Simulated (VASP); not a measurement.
Set up this calculation in VASP 6.6.1, as the native input.

```
Task                   : single point
Functional             : PBE
Potentials or basis    : VASP PAW PBE potentials, release 64 (Al, Ga_d)
Cutoff                 : 520 eV
k mesh                 : 12 × 12 × 4
Occupations            : gaussian, width 0.1 eV
Spin                   : no spin polarisation
Dipole correction      : no
Further INCAR settings : ALGO = Fast; EDIFF = 1e-06; NBANDS = 38
```

The structure of AlGa2 lies in POSCAR:

```
AlGa2
1.0
    2.9829802892     -0.0000000289      0.0000000000
   -1.4914901196      2.5833367238      0.0000000000
    0.0000000000      0.0000000000     14.0933461000
Al Ga
2 4
Direct
    0.6666666667      0.3333333333      0.3357940000
    0.6666666667      0.3333333333      0.6642060000
    0.0000000000      0.0000000000      0.8278530000
    0.6666666667      0.3333333333      0.0000000000
    0.0000000000      0.0000000000      0.1721470000
    0.0000000000      0.0000000000      0.5000000000
```

These files were run (other wordings do the same):

INCAR

```
SYSTEM = AlGa2
PREC     = Accurate       ! precision mode
ENCUT    = 520            ! plane-wave cutoff, eV
EDIFF    = 1E-6           ! SCF threshold, eV
ISMEAR   = 0              ! smearing method
SIGMA    = 0.1            ! smearing width, eV
LREAL    = .FALSE.        ! projectors in reciprocal space
LASPH    = .TRUE.         ! aspherical terms in the spheres
NELM     = 80             ! most SCF steps
ALGO     = Fast           ! electronic algorithm
ISIF     = 2              ! what is computed and relaxed
LWAVE    = .FALSE.        ! write WAVECAR
LCHARG   = .FALSE.        ! write CHGCAR
GGA      = PE             ! functional
NBANDS   = 38             ! bands
```

KPOINTS

```
regular mesh
0
G
  12 12 4
  0 0 0
```

Potentials or basis: VASP PAW PBE potentials, release 64 (Al, Ga_d).

Run with:

```console
$ cat potpaw_PBE.64/Al/POTCAR potpaw_PBE.64/Ga_d/POTCAR > POTCAR
$ mpirun -np 1 vasp_std > vasp.out
```

It gave:

```yaml
Pressure: 0.0 GPa
Band_gap_on_the_k_mesh: zero (band 29 reaches 10.74 eV, above the bottom of band 30 at 4.68 eV)
```

It used 170 s of CPU time on 1 thread of Intel(R) Xeon(R) Platinum 8488C (Sapphire Rapids), with other jobs on the host.
